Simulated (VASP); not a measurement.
Crystal: ZnSe (Stilleite).

```
Zn Se
1.0
     0.00000    2.83242    2.83242
     2.83242    0.00000    2.83242
     2.83242    2.83242    0.00000
Zn Se
1 1
Direct
  0.00000 0.00000 0.00000
  0.25000 0.25000 0.25000
```

Base run:

```yaml
Program: VASP 6.6.1
Functional: PBE
Potentials_or_basis: VASP PAW PBE potentials, release 64 (Zn, Se)
Cutoff: 520 eV
k_mesh: 8 × 8 × 8
Occupations: gaussian, width 0.01 eV
Spin: no spin polarisation
```

Its results: band gap on the k mesh 1.30 eV, direct; pressure 2.4 GPa.

**Question.** After a change of settings the same cell gave: band gap on the k mesh 1.87 eV, direct; pressure 0.1 GPa. Which change was it?
A. k mesh from 8 × 8 × 8 to 6 × 6 × 6
B. functional from PBE to r2SCAN; k mesh from 8 × 8 × 8 to 6 × 6 × 6
C. k mesh from 8 × 8 × 8 to 6 × 6 × 6; further incar settings from ALGO = Normal; EDIFF = 1e-06; NBANDS = 16 to ALGO = Normal; EDIFF = 1e-07; NBANDS = 16

**Answer.** B.

Caveats: the PAW data sets were made with another functional, which shifts forces and pressure a little (some runs).
